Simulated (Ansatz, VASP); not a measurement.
This is a calculation of CaB2 for Ansatz 0.2.0.

File input.yaml:

```yaml
crystal:
  lattice:
    - [3.2264302843, 0.0, 0.0]
    - [-1.6132151421, 2.7941705897, 0.0]
    - [0.0, 0.0, 4.067392]
  atoms:
    - { symbol: Ca, position: [0.0, 0.0, 0.0] }
    - { symbol: B, position: [0.6666666667, 0.3333333333, 0.5] }
    - { symbol: B, position: [0.3333333333, 0.6666666667, 0.5] }
hamiltonian:
  xc: pbe
  pseudopotentials: { kind: paw }
kpoints:
  mp_grid: { grid: [9, 9, 7] }
scf:
  occupations: { method: fermi_dirac, width: 0.05 }
output:
  forces: true
  stress: true
  eigenvalues: true
```

Potentials or basis: Ansatz PAW.

Run with:

```bash
$ ansatz run input.yaml --threads 2 --pin off --max-ram 5120MiB --backend cpu --events-out ev --progress --plain --runs-dir out
```

**Question.** Translate it to VASP 6.6.1. Potentials there: VASP PAW PBE potentials, release 64 (Ca_sv, B).

**Answer.** As run (the cutoff follows the program's own potentials):

The input INCAR:

```
SYSTEM = CaB2
PREC = Accurate
ENCUT = 520
EDIFF = 1E-6
ISMEAR = -1
SIGMA = 0.05
LREAL = .FALSE.
LASPH = .TRUE.
NELM = 100
ALGO = Normal
ISIF = 2
LWAVE = .FALSE.
LCHARG = .TRUE.
GGA = PE
LELF = .TRUE.
LVHAR = .TRUE.
NBANDS = 15
```

Contents of KPOINTS:

```
Automatic mesh
0
G
  9 9 7
  0 0 0
```

The input POSCAR:

```
CaB2
1.0
    3.2264302843      0.0000000000      0.0000000000
   -1.6132151421      2.7941705897      0.0000000000
    0.0000000000      0.0000000000      4.0673920000
Ca B
1 2
Direct
    0.0000000000      0.0000000000      0.0000000000
    0.6666666667      0.3333333333      0.5000000000
    0.3333333333      0.6666666667      0.5000000000
```

Potentials or basis: VASP PAW PBE potentials, release 64 (Ca_sv, B).

Command:

```sh
$ cat potpaw_PBE.64/Ca_sv/POTCAR potpaw_PBE.64/B/POTCAR > POTCAR
$ mpirun -np 1 vasp_std > vasp.out
```

Both were run:

|  | VASP | Ansatz | Ansatz less VASP |
| --- | --- | --- | --- |
| gap on the k mesh at the Fermi level (eV) | none | none | - |
| pressure (GPa) | -0.1 | -0.4 | -0.30 |
| traceless stress, the component that is largest in VASP (GPa) | 0.63 | 0.48 | -0.150 |

A gap of «none» marks a metal or a gap that the smearing closes.
